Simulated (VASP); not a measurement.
MgS:

```xyz
2
Lattice="0.0000 2.8309 2.8309 2.8309 0.0000 2.8309 2.8309 2.8309 0.0000" Properties=species:S:1:pos:R:3 pbc="T T T"
Mg    0.0000    0.0000    0.0000
S     4.2463    4.2463    4.2463
```

Program: VASP 6.6.1. Alike in all runs: task single point; potentials or basis VASP PAW PBE potentials, release 64 (Mg, S); no spin polarisation; cell as given; k mesh 4 × 4 × 4; cutoff (eV) 520; smearing gaussian 0.01 eV. Hardware: 1 thread of Intel(R) Xeon(R) 6975P-C (Granite Rapids) (shared host).

**Question.** Order these runs on this cell by their wall time, lowest first.
A. level r2SCAN
B. level PBE
C. level HSE06; grid for exact exchange (PRECFOCK) Normal; screening parameter 0.2079 1/Å

**Answer.** B (3.7 s), A (16 s), C (42 s).

Caveats: all runs use coarse meshes.
